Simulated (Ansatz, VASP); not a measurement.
# Hf in VASP and in Ansatz

```
CELL_PARAMETERS angstrom
3.15905 0.00000 0.00000
1.57952 2.73581 0.00000
0.00000 0.00000 28.49841
ATOMIC_POSITIONS crystal
Hf 0.66667 0.66667 0.28440
Hf 0.00000 0.00000 0.36664
Hf 0.66667 0.66667 0.45671
Hf 0.00000 0.00000 0.54329
Hf 0.66667 0.66667 0.63336
Hf 0.00000 0.00000 0.71560
```

Alike in both runs: functional PBEsol; k mesh 12 × 12 × 1; no spin polarisation.

Ansatz relaxed the structure, and its values are those at the end. VASP's run is a single point on that final structure, the one shown.

|  | VASP | Ansatz |
| --- | --- | --- |
| version | VASP 6.6.1 | Ansatz 0.2.0 |
| potentials or method | VASP PAW PBE potentials, release 64 (Hf_pv) | plane-wave PAW, scalar-relativistic |
| plane-wave cutoff (eV) | 520 | 420 |
| occupations | methfessel-paxton of order 1, width 0.1 eV | cold, width 0.1 eV |
| valence electrons in the cell | 60 | 156 |

VASP gave:

| Property | Result |
| --- | --- |
| rms of the force components (eV/Å) | 0.019 |

Q: Which values does Ansatz return?

A: rms of the force components (eV/Å): 0.000.

VASP's potentials were made for PBE, not for PBEsol, and Ansatz warns of the same on its side. VASP's potentials hold 60 valence electrons a cell and Ansatz's 156, so a difference there can come from the potentials and not from the codes.

Neither program's run includes spin-orbit coupling.
